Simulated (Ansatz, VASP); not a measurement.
# One calculation of V, two programs

The input INCAR:

```
PREC = Accurate
ENCUT = 520
EDIFF = 1E-6
ISMEAR = -1
SIGMA = 0.08
LREAL = False
LASPH = True
NELM = 100
ALGO = Normal
ISIF = 2
LWAVE = False
LCHARG = True
GGA = PE
LELF = True
LVHAR = True
NBANDS = 12
```

The input KPOINTS:

```
regular mesh
0
Gamma
  15 15 15
```

Contents of POSCAR:

```
V
1.0
    1.8786737264      0.0000000000      0.0000000000
    0.0000000000      1.8786737264      0.0000000000
    0.0000000000      0.0000000000      1.8786737264
V
1
Direct
    0.0000000000      0.0000000000      0.0000000000
```

Input for Ansatz:

```yaml
crystal:
  lattice:
    - [1.8786737264, 0.0, 0.0]
    - [0.0, 1.8786737264, 0.0]
    - [0.0, 0.0, 1.8786737264]
  atoms:
    - { symbol: V, position: [0.0, 0.0, 0.0] }
kpoints:
  mp_grid: { grid: [15, 15, 15] }
scf:
  occupations: { method: fermi_dirac, width: 0.08 }
hamiltonian:
  xc: pbe
  pseudopotentials: { kind: nc }
output:
  forces: true
  stress: true
  eigenvalues: true
```

Change from the starting cell: volume scaled by 0.45, norm-conserving files.

Alike in both runs: task single point; functional PBE; k mesh 15 × 15 × 15; occupations fermi-dirac, width 0.08 eV; no spin polarisation.

```csv
,VASP,Ansatz
version,VASP 6.6.1,Ansatz 0.2.0
potentials or method,"VASP PAW PBE potentials, release 64 (V_sv)","norm-conserving pseudopotentials, scalar-relativistic"
plane-wave cutoff (eV),520,1143
valence electrons in the cell,13,13
```

```csv
,VASP,Ansatz,Ansatz less VASP
pressure (GPa),553.5,497.7,-55.81
```

The pressures are high and differ by over a tenth, so treat them with care.

Noted on VASP's run: the cell as given lies far from equilibrium.
